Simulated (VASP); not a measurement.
A run of VASP 6.6.1 is set up as follows.

File INCAR:

```
SYSTEM = MgO
ALGO = Normal
EDIFF = 1E-6
ENCUT = 520
GGA = PE
ISIF = 2
ISMEAR = 0
LASPH = .TRUE.
LCHARG = .FALSE.
LREAL = .FALSE.
LWAVE = .FALSE.
NBANDS = 16
NELM = 80
PREC = Accurate
SIGMA = 0.05
```

Contents of KPOINTS:

```
k-points
0
G
  9 9 6
  0 0 0
```

Contents of POSCAR:

```
MgO
1.0
    3.6921709592      0.0000000000      0.0000000000
   -1.8460854796      3.1975138458      0.0000000000
    0.0000000000      0.0000000000      4.1027403699
Mg O
2 2
Direct
    0.6666666667      0.3333333333      0.7500000000
    0.3333333333      0.6666666667      0.2500000000
    0.6666666667      0.3333333333      0.2500000000
    0.3333333333      0.6666666667      0.7500000000
```

Potentials or basis: VASP PAW PBE potentials, release 64 (Mg, O).

Run with:

```bash
$ cat potpaw_PBE.64/Mg/POTCAR potpaw_PBE.64/O/POTCAR > POTCAR
$ mpirun -np 1 vasp_std > vasp.out
```

Problem. Predict the band gap on the k mesh.

Solution. 3.10 eV, direct.

Problem. Predict the pressure.

Solution. -5.6 GPa.

Stress tensor (GPa, compression positive):
```
-8.83  0.00  0.00
 0.00 -8.83  0.00
 0.00  0.00  0.79
```
